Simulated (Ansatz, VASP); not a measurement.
TaN in VASP and in Ansatz

File INCAR:

```
  ALGO = Normal
  EDIFF = 1E-6
  ENCUT = 520
  GGA = CA
  ISIF = 2
  ISMEAR = 0
  LASPH = T
  LCHARG = T
  LELF = T
  LREAL = F
  LVHAR = T
  LWAVE = F
  NBANDS = 15
  NELM = 80
  PREC = Accurate
  SIGMA = 0.15
```

The input KPOINTS:

```
k-points
0
Gamma
  18 18 18
```

POSCAR

```
TaN
1.0
    0.0000000000      2.0872985990      2.1742693740
    2.0872985990      0.0000000000      2.1742693740
    2.0872985990      2.0872985990      0.0000000000
Ta N
1 1
Direct
    0.4967281469      0.5032718531      0.5032718531
    0.0422670719     -0.0422670719     -0.0422670719
```

Input for Ansatz:

```yaml
crystal:
  lattice:
    - [0.0, 2.087298599, 2.174269374]
    - [2.087298599, 0.0, 2.174269374]
    - [2.087298599, 2.087298599, 0.0]
  atoms:
    - { symbol: Ta, position: [0.4967281469, 0.5032718531, 0.5032718531] }
    - { symbol: "N", position: [0.0422670719, -0.0422670719, -0.0422670719] }
basis:
  ecutwfc: 520.0
kpoints:
  mp_grid: { grid: [18, 18, 18] }
hamiltonian:
  xc: lda
scf:
  occupations: { method: gaussian, width: 0.15 }
output:
  forces: true
  stress: true
  eigenvalues: true
  write_density: true
  write_potential: true
  elf: true
  volumetric_format: npy
```

Change from the starting cell: mode 4 frozen in at -0.184 Å, equal normal strain along x and y -0.0400.

Alike in both runs: task single point; functional LDA; k mesh 18 × 18 × 18; occupations gaussian, width 0.15 eV; no spin polarisation.

|  | VASP | Ansatz |
| --- | --- | --- |
| version | VASP 6.6.1 | Ansatz 0.2.0 |
| potentials or method | VASP PAW LDA potentials, release 64 (Ta_pv, N), cutoff 520 eV | scalar-relativistic, plane waves, PAW |
| valence electrons in the cell | 16 | 18 |

Ansatz gave:

| Quantity | Value |
| --- | --- |
| gap on the k mesh at the Fermi level (eV) | none |
| pressure (GPa) | 48.3 |
| traceless stress, the component that is largest in VASP (GPa) | -34.57 |
| rms of the force components (eV/Å) | 2.128 |

Estimate VASP's values.

gap on the k mesh at the Fermi level (eV): none; pressure (GPa): 51.4; traceless stress, the component that is largest in VASP (GPa): -35.26; rms of the force components (eV/Å): 2.179.

LDA's correlation is that of Perdew and Zunger in VASP and of Perdew and Wang (1992) in Ansatz. Atom by atom the forces differ by 0.051 eV/Å (rms over components). A gap of «none» marks a metal or a gap that the smearing closes. Both programs put the cell under a high pressure, so it lies far from rest at this level. VASP's potentials hold 16 valence electrons a cell and Ansatz's 18, so a difference there can come from the potentials and not from the codes.

Spin-orbit coupling is off throughout.
